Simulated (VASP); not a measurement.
## Si (a cell with a defect): single point with PBE

Si (a cell with a defect):

```
Si
1.0
    10.86000    0.00000    0.00000
     0.00000   10.86000    0.00000
     0.00000    0.00000   10.86000
Si
63
Direct
  0.50067 0.99920 0.99911
  0.62488 0.12523 0.12483
  0.74997 0.25039 0.99937
  0.87626 0.37596 0.12386
  0.74953 0.99916 0.25065
  0.87507 0.12469 0.37516
  0.00064 0.99965 0.99950
  0.12637 0.12588 0.12389
  0.25156 0.25241 0.99866
  0.37824 0.37992 0.11995
  0.49796 0.50943 0.99050
  0.62407 0.62531 0.12317
  0.74955 0.75032 0.99911
  0.87559 0.87442 0.12492
  0.25077 0.99957 0.24953
  0.37646 0.12255 0.37728
  0.49890 0.25051 0.24928
  0.62479 0.37498 0.37464
  0.75001 0.50037 0.24952
  0.87302 0.62608 0.37723
  0.49757 0.99336 0.50656
  0.62427 0.12256 0.62597
  0.74952 0.24921 0.50067
  0.87558 0.37493 0.62544
  0.74372 0.99334 0.75262
  0.87294 0.12259 0.87374
  0.00278 0.50120 0.99865
  0.13044 0.62787 0.11980
  0.25980 0.74772 0.99032
  0.37569 0.87365 0.12314
  0.00035 0.24997 0.24987
  0.12630 0.37603 0.37395
  0.25159 0.50121 0.24745
  0.37529 0.62493 0.37501
  0.50027 0.74990 0.24983
  0.62422 0.87393 0.37730
  0.99957 0.99915 0.50072
  0.12542 0.12521 0.62536
  0.25077 0.25036 0.50015
  0.37567 0.37668 0.62617
  0.50068 0.50077 0.50069
  0.61437 0.62511 0.63589
  0.74379 0.74725 0.50638
  0.87293 0.87386 0.62596
  0.25113 0.99919 0.74957
  0.37529 0.12490 0.87495
  0.50026 0.25004 0.74994
  0.62398 0.37677 0.87452
  0.74957 0.50076 0.74954
  0.87524 0.62493 0.87496
  0.00103 0.74844 0.24924
  0.12533 0.87444 0.37466
  0.00069 0.50040 0.50030
  0.12711 0.62531 0.62623
  0.25112 0.75031 0.50070
  0.37545 0.86385 0.63603
  0.00097 0.25052 0.75133
  0.13030 0.37994 0.87199
  0.25983 0.50939 0.75227
  0.46702 0.71659 0.78326
  0.61425 0.86392 0.87479
  0.00039 0.74990 0.74997
  0.12700 0.87375 0.87455
```

```yaml
Program: VASP 6.6.1
Task: single point
Functional: PBE
Potentials_or_basis: VASP PAW PBE potentials, release 64 (Si)
Cutoff: 520 eV
k_mesh: 1 × 1 × 1
Occupations: gaussian, width 0.02 eV
Spin: collinear spin
```

```
Largest force                                         : 0.550 eV/Å
Net moment                                            : 3.00 μB per cell
Site moments                                          : Si +0.00, +0.01, +0.02, +0.15, -0.00, +0.03, +0.11 (each value once) μB
Valence electrons inside the program's atomic spheres : Si 1.70, 1.69, 1.68, 1.65, 1.67, 1.58 (each value once)
```

Forces on the atoms (eV/Å):
```
Si   0.004  0.011  0.059
Si   0.033  0.001  0.000
Si  -0.003  0.017  0.030
Si   0.028 -0.018  0.019
Si   0.021  0.020  0.023
Si  -0.007 -0.004  0.006
Si   0.019 -0.003  0.031
Si  -0.018  0.027  0.018
Si   0.000  0.006  0.001
Si  -0.054 -0.040  0.040
Si   0.015 -0.056  0.056
Si   0.026 -0.033  0.024
Si   0.011  0.004  0.058
Si   0.002  0.034 -0.002
Si  -0.031 -0.002 -0.017
Si  -0.114 -0.006  0.005
Si   0.055 -0.019  0.022
Si   0.035  0.001 -0.001
Si  -0.003 -0.030 -0.019
Si  -0.007 -0.115  0.006
Si   0.124  0.073 -0.074
Si  -0.019  0.000  0.017
Si   0.021 -0.023 -0.020
Si   0.002  0.002 -0.035
Si   0.074  0.074 -0.123
Si  -0.006 -0.006  0.114
Si   0.006  0.000  0.002
Si  -0.042 -0.054  0.041
Si  -0.053  0.015  0.056
Si  -0.032  0.027  0.023
Si   0.012  0.007 -0.009
Si  -0.018 -0.018 -0.028
Si  -0.001  0.000 -0.005
Si  -0.003 -0.001 -0.010
Si   0.005 -0.001 -0.010
Si  -0.018 -0.017  0.001
Si  -0.023  0.021 -0.021
Si  -0.002  0.002 -0.034
Si  -0.029  0.018  0.004
Si  -0.034 -0.022 -0.026
Si   0.004 -0.059 -0.010
Si  -0.075  0.003  0.074
Si   0.075  0.124 -0.074
Si  -0.001 -0.017  0.018
Si  -0.060  0.011 -0.005
Si  -0.004  0.009  0.001
Si   0.007  0.008 -0.001
Si   0.027 -0.024  0.032
Si   0.010 -0.058 -0.003
Si   0.006 -0.001  0.001
Si  -0.021  0.058  0.021
Si   0.001  0.033 -0.003
Si   0.019 -0.030  0.004
Si  -0.024 -0.034 -0.026
Si  -0.060  0.004 -0.011
Si   0.004 -0.070  0.072
Si  -0.021 -0.020 -0.055
Si  -0.040 -0.040  0.052
Si  -0.057 -0.056 -0.016
Si   0.320  0.315 -0.318
Si  -0.072 -0.072 -0.003
Si   0.012 -0.001 -0.001
Si  -0.024  0.026  0.032
```

Levels at points of the mesh, in eV from the Fermi level:
Spin up:
```csv
k point,band 126,band 127,band 128,band 129,band 130,band 131
"(0.00, 0.00, 0.00)",-0.17,-0.17,-0.08,0.08,0.08,0.16
```
Spin down:
```csv
k point,band 121,band 122,band 123,band 124,band 125,band 126,band 127,band 128,band 129,band 130
"(0.00, 0.00, 0.00)",-1.61,-1.60,-0.85,-0.85,-0.80,0.09,0.09,0.12,0.12,0.12
```

Wall time 13 min on 1 thread of Intel(R) Xeon(R) Platinum 8259CL CPU @ 2.50GHz (Skylake/Cascade Lake), with other jobs on the host, peak memory 1.4 GiB.

Caveat: the k points lie up to 0.58 Å⁻¹ apart; the cell carries a net charge on a neutralising background, which shifts energy and pressure; the cell is charged against a uniform background, so pressure and absolute levels hang on convention.
